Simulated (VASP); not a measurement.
# Nb (P6/mmm) in VASP: relaxation of shape and atoms at fixed volume with PBE

Aim: the relaxation of shape and atoms at fixed volume of Nb with PBE.

All numbers are computed with VASP 6.6.1; they aren't measurements. Logs are shortened: lines on timing, memory, paths and dates and some standing lists are left out, and cuts for length are marked.

### 1 The cell of the first run

Symmetry: P6/mmm, No. 191, hexagonal system. Conventional cell: a = 2.816 Å, b = 2.816 Å, c = 2.679 Å, α = 90.00°, β = 90.00°, γ = 120.00°. Nb (site symmetry 6/mmm) has 8 Nb at 2.68 to 2.82 Å within 3.5 Å.

This isn't the form of Nb at room conditions, which is bcc.

### 2 Relaxation of shape and atoms at fixed volume, PBE

The input, INCAR:

```
SYSTEM = Nb
  PREC = Accurate
  ENCUT = 600
  EDIFF = 1E-7
  ISMEAR = -1
  SIGMA = 0.05
  LREAL = .False.
  LASPH = .True.
  NELM = 80
  ALGO = Normal
  ISIF = 4
  LWAVE = .False.
  LCHARG = .False.
  GGA = PE
  IBRION = 2
  NSW = 50
  EDIFFG = -0.005
```

The input, KPOINTS:

```
Automatic mesh
0
Gamma
  15 15 14
  0 0 0
```

The input, POSCAR:

```
Nb
1.0
    2.8157052276      0.0000000000      0.0000000000
   -1.4078526138      2.4384722567      0.0000000000
    0.0000000000      0.0000000000      2.6789668276
Nb
1
Direct
    0.0000000000      0.0000000000      0.0000000000
```

Potentials or basis: VASP PAW PBE potentials, release 64 (Nb_sv).

Started as:

```bash
cat potpaw_PBE.64/Nb_sv/POTCAR > POTCAR
mpirun -np 1 vasp_std > vasp.out
```

OUTCAR:

```text
SYSTEM = Nb
   PREC = Accurate
   ENCUT = 600
   EDIFF = 1E-7
   ISMEAR = -1
   LREAL = .False.
   LASPH = .True.
   NELM = 80
   ISIF = 4
   GGA = PE
   IBRION = 2
   NSW = 50
   EDIFFG = -0.005

 ion  position               nearest neighbor table
   1  0.000  0.000  0.000-

  LATTYP: Found a hexagonal cell.
 ALAT       =     2.8157052276
 C/A-ratio  =     0.9514372461

  Lattice vectors:

 A1 = (   2.8157052276,   0.0000000000,   0.0000000000)
 A2 = (  -1.4078526138,   2.4384722567,   0.0000000000)
 A3 = (   0.0000000000,   0.0000000000,   2.6789668276)

Analysis of symmetry for initial positions (statically):
=====================================================================
 Subroutine PRICEL returns:
 Original cell was already a primitive cell.

 Routine SETGRP: Setting up the symmetry group for a
 hexagonal supercell.

 Subroutine GETGRP returns: Found 24 space group operations
 (whereof 24 operations were pure point group operations)
 out of a pool of 24 trial point group operations.

The static configuration has the point symmetry D_6h.

Analysis of symmetry for dynamics (positions and initial velocities):
=====================================================================
 Subroutine PRICEL returns:
 Original cell was already a primitive cell.

 Routine SETGRP: Setting up the symmetry group for a
 hexagonal supercell.

 Subroutine GETGRP returns: Found 24 space group operations
 (whereof 24 operations were pure point group operations)
 out of a pool of 24 trial point group operations.

The dynamic configuration has the point symmetry D_6h.

 Subroutine INISYM returns: Found 24 space group operations
 (whereof 24 operations are pure point group operations),
 and found     1 'primitive' translations

----------------------------------------------------------------------------------------

                                     Primitive cell

  volume of cell :      18.3938

  direct lattice vectors                    reciprocal lattice vectors
     2.815705228  0.000000000  0.000000000     0.355150813  0.205046417  0.000000000
    -1.407852614  2.438472257  0.000000000     0.000000000  0.410092835  0.000000000
     0.000000000  0.000000000  2.678966828     0.000000000  0.000000000  0.373278232

  length of vectors
     2.815705228  2.815705228  2.678966828     0.410092835  0.410092835  0.373278232

  position of ions in fractional coordinates (direct lattice)
     0.000000000  0.000000000  0.000000000

  ion indices of the primitive-cell ions
   primitive index   ion index
                 1           1

----------------------------------------------------------------------------------------

 KPOINTS: Automatic mesh

Automatic generation of k-mesh.
 Grid dimensions read from file:
 generate k-points for:   15   15   14

 Generating k-lattice:

  Cartesian coordinates                     Fractional coordinates (reciprocal lattice)
     0.023676721  0.013669761  0.000000000     0.066666667  0.000000000  0.000000000
     0.000000000  0.027339522  0.000000000     0.000000000  0.066666667  0.000000000
     0.000000000  0.000000000  0.026662731     0.000000000  0.000000000  0.071428571

  Length of vectors
     0.027339522  0.027339522  0.026662731

  Shift w.r.t. Gamma in fractional coordinates (k-lattice)
     0.000000000  0.000000000  0.000000000

 Subroutine IBZKPT returns following result:
 ===========================================

 Found    216 irreducible k-points:

 Following reciprocal coordinates:
            Coordinates               Weight
  0.000000  0.000000  0.000000      1.000000
  0.066667  0.000000  0.000000      6.000000
  0.133333  0.000000  0.000000      6.000000
  0.200000  0.000000  0.000000      6.000000
  0.266667  0.000000  0.000000      6.000000
  0.333333  0.000000  0.000000      6.000000
[... 16 lines left out ...]
  0.333333  0.200000  0.000000     12.000000
  0.400000  0.200000  0.000000      6.000000
 [... further k-points ...]
   k-points           NKPTS =    216   k-points in BZ     NKDIM =    216   number of bands    NBANDS=     10
   number of dos      NEDOS =    301   number of ions     NIONS =      1
   total plane-waves  NPLWV =  13824
   dimension x,y,z NGX =    24 NGY =   24 NGZ =   24
   dimension x,y,z NGXF=    48 NGYF=   48 NGZF=   48
   ions per type =               1
   NGX,Y,Z   is equivalent  to a cutoff of  14.17, 14.17, 14.89 a.u.
   NGXF,Y,Z  is equivalent  to a cutoff of  28.34, 28.34, 29.79 a.u.
 SYSTEM =  Nb
   PREC   = accura    normal or accurate (medium, high low for compatibility)
   ISTART =      0    job   : 0-new  1-cont  2-samecut
   ICHARG =      2    charge: 1-file 2-atom 10-const
   ISPIN  =      1    spin polarized calculation?
   LNONCOLLINEAR =      F non collinear calculations
   LSORBIT =      F    spin-orbit coupling
   LASPH  =      T    aspherical Exc in radial PAW
   ENCUT  =  600.0 eV  44.10 Ry    6.64 a.u.   5.62  5.62  5.35*2*pi/ulx,y,z
   NELM   =     80;   NELMIN=  2; NELMDL= -5     # of ELM steps
   EDIFF  = 0.1E-06   stopping-criterion for ELM
   LREAL  =      F    real-space projection
   EDIFFG = -.5E-02   stopping-criterion for IOM
   NSW    =     50    number of steps for IOM
   IBRION =      2    ionic relax: 0-MD 1-quasi-New 2-CG
   NFREE  =      1    steps in history (QN), initial steepest desc. (CG)
   ISIF   =      4    stress and relaxation
   ISYM   =      2    0-nonsym 1-usesym 2-fastsym
   POTIM  = 0.5000    time-step for ionic-motion
   TEBEG  =    0.0;   TEEND  =   0.0 temperature during run
   PSTRESS=    0.0 pullay stress
   NELECT =      13.0000    total number of electrons
   NUPDOWN=      -1.0000    fix difference up-down
   EMIN   =  10.00;   EMAX   =-10.00  energy-range for DOS
   EFERMI =   0.00;   METHOD = LEGACY
   ISMEAR =    -1;   SIGMA  =   0.05  broadening in eV -4-tet -1-fermi 0-gaus
   EFERMI_NEDOS =   21; number of points for ismear=-14 and -15
   IALGO  =     38    algorithm
   IMIX   =      4    mixing-type and parameters
     AMIX     =   0.40;   BMIX     =  1.00
     AMIX_MAG =   1.60;   BMIX_MAG =  1.00
  volume/ion in A,a.u.               =      18.39       124.13
  Fermi-wavevector in a.u.,A,eV,Ry     =   1.458249  2.755692 28.932675  2.126492
  Thomas-Fermi vector in A             =   2.574956
   LORBIT       =      0    0 simple, 1 ext, 2 COOP (PROOUT), +10 PAW based schemes
   GGA     = PE    functional components
   LHFCALC =     F    Hartree Fock is set to
   AEXX    =    0.0000 exact exchange contribution
   IVDW    =     0    specifies the selected vdW correction
   LEPSILON=     F    determine dielectric tensor
   LRPA    =     F    only Hartree local field effects (RPA)
 conjugate gradient relaxation of ions
 non-spin polarized calculation
  energy-cutoff  :      600.00
  volume of cell :       18.39
 maximum number of plane-waves:       630
 NGX is ok and might be reduce to    24
   NGX = 11   NGY = 11   NGZ = 11

--------------------------------------- Ionic step        1  -------------------------------------------

 number of electron      13.0000001 magnetization

 Free energy of the ion-electron system (eV)
  ---------------------------------------------------
  ext. energy  EPLUGINS =         0.00000000
  ---------------------------------------------------
  free energy    TOTEN  =        -9.57435652 eV

  energy without entropy =       -9.56459340  energy(sigma->0) =       -9.56947496

------------------------ aborting loop because EDIFF is reached ----------------------------------------

  FORCE on cell =-STRESS in cart. coord.  units (eV):
  Direction    XX          YY          ZZ          XY          YZ          ZX
  --------------------------------------------------------------------------------------
  -------------------------------------------------------------------------------------
  Total        0.9301474      0.9301474      0.8769593      0.0000000     -0.0000000      0.0000000
  in kB       81.0195858     81.0195858     76.3866837      0.0000000     -0.0000000      0.0000000
  external PRESSURE =      79.4752851 kB  Pullay stress =       0.0000000 kB
[... 55 lines left out ...]
  energy  without entropy=       -9.5646507888  energy(sigma->0) =       -9.56950619

--------------------------------------- Ionic step        3  -------------------------------------------

 number of electron      13.0000001 magnetization

 Free energy of the ion-electron system (eV)
  ---------------------------------------------------
  ext. energy  EPLUGINS =         0.00000000
  ---------------------------------------------------
  free energy    TOTEN  =        -9.57438066 eV

  energy without entropy =       -9.56464635  energy(sigma->0) =       -9.56951351

 E-fermi :  11.2928     XC(G=0): -12.3293

 val. band max:       11.2892185474   @ k =   0.2667   0.2667   0.3571
 cond. band min:      11.2953119080   @ k =   0.4000   0.2000   0.0000
 fundamental gap:      0.0060933606
 Fermi energy:        11.2927743689

 k-point     1 :       0.0000    0.0000    0.0000
  band No.  band energies     occupation
      1     -43.5989      2.00000
      2     -18.8433      2.00000
      3     -18.7841      2.00000
      4     -18.7841      2.00000
      5       5.1140      2.00000
      6       7.9961      2.00000
      7      11.4008      0.20670
      8      11.4008      0.20670
      9      16.5325      0.00000
     10      16.5325      0.00000
[... 287 lines left out ...]
 k-point    24 :       0.4000    0.2000    0.0000
  band No.  band energies     occupation
      1     -43.3257      2.00000
      2     -20.1457      2.00000
      3     -19.4918      2.00000
      4     -18.6492      2.00000
      5       8.5531      2.00000
      6       9.3713      2.00000
      7      11.2953      0.97463
      8      13.4199      0.00000
      9      14.8800      0.00000
     10      18.3182      0.00000

 [... further k-points ...]

------------------------ aborting loop because EDIFF is reached ----------------------------------------

  FORCE on cell =-STRESS in cart. coord.  units (eV):
  Direction    XX          YY          ZZ          XY          YZ          ZX
  --------------------------------------------------------------------------------------
  -------------------------------------------------------------------------------------
  Total        0.9118721      0.9118721      0.9115986     -0.0000000     -0.0000000      0.0000000
  in kB       79.4277346     79.4277346     79.4039072     -0.0000000     -0.0000000      0.0000000
  external PRESSURE =      79.4197922 kB  Pullay stress =       0.0000000 kB
[... 16 lines left out ...]
  FREE ENERGIE OF THE ION-ELECTRON SYSTEM (eV)
  ---------------------------------------------------
  free  energy   TOTEN  =        -9.5743806621 eV

  energy  without entropy=       -9.5646463516  energy(sigma->0) =       -9.56951351

 reached required accuracy - stopping structural energy minimisation
```

It took 83 s on 1 thread of Intel Xeon 8259CL, shared host; peak memory 0.18 GiB.

What came out:

- Free energy: -9.5744 eV
- Energy gained by relaxing: 0.0 meV/atom
- Ionic steps: 3
- Pressure after relaxing: 7.9 GPa
- Band gap on the k mesh: zero (an odd number of electrons rules out a gap without spin polarisation)

Final structure:
```cif
data_structure
_symmetry_space_group_name_H-M 'P 1'
_symmetry_Int_Tables_number 1
_cell_length_a 2.8170
_cell_length_b 2.8170
_cell_length_c 2.6766
_cell_angle_alpha 90.000
_cell_angle_beta 90.000
_cell_angle_gamma 120.000
_cell_volume 18.39
loop_
_atom_site_label
_atom_site_type_symbol
_atom_site_fract_x
_atom_site_fract_y
_atom_site_fract_z
_atom_site_occupancy
Nb1 Nb 0.00000 0.00000 0.00000 1
```

Levels at points of the mesh, in eV from the Fermi level:
```tsv
k point	band 4	band 5	band 6	band 7	band 8	band 9
(0.00, 0.00, 0.00)	-30.08	-6.18	-3.30	0.11	0.11	5.24
(0.00, 0.00, 0.50)	-29.93	-3.12	0.16	0.90	0.90	2.04
```
